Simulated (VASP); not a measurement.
Wanted: the native input for a VASP 6.6.1 run.

```
Task                   : single point
Functional             : LDA
Potentials or basis    : VASP PAW LDA potentials, release 64 (Al, N)
Cutoff                 : 520 eV
k mesh                 : 10 × 10 × 10
Occupations            : fermi-dirac, width 0.02 eV
Spin                   : no spin polarisation
Dipole correction      : no
Further INCAR settings : ALGO = Normal; EDIFF = 1e-07; NBANDS = 11
```

The structure of AlN lies in POSCAR:

```
AlN
1.0
    0.0000000000      1.9780000000      2.0175600000
    1.9780000000      0.0000000000      2.0175600000
    1.9780000000      1.9780000000      0.0000000000
Al N
1 1
Direct
    0.0000000000      0.0000000000      0.0000000000
    0.5000000000      0.5000000000      0.5000000000
```

This cell differs from its parent crystal: zz strain of +2 %.

The input as run:

INCAR

```
SYSTEM = AlN
ALGO = Normal
EDIFF = 1E-7
ENCUT = 520
ISIF = 2
ISMEAR = -1
LASPH = .TRUE.
LCHARG = .TRUE.
LELF = .TRUE.
LREAL = .FALSE.
LVHAR = .TRUE.
LWAVE = .FALSE.
NBANDS = 11
NELM = 80
PREC = Accurate
SIGMA = 0.02
```

KPOINTS

```
k-points
0
G
  10 10 10
  0 0 0
```

Potentials or basis: VASP PAW LDA potentials, release 64 (Al, N).

Launch:

```console
$ cat potpaw_LDA.64/Al/POTCAR potpaw_LDA.64/N/POTCAR > POTCAR
$ mpirun -np 1 vasp_std > vasp.out
```

It gave:

The pressure is 7.2 GPa and the band gap on the k mesh is 4.75 eV, indirect (least direct gap 6.35 eV).

Caveat: the cell differs from its parent crystal (zz strain of +2 %).

Run time: 15 s on 1 thread of Intel Xeon 8259CL, on a shared host, peak memory 0.13 GiB.
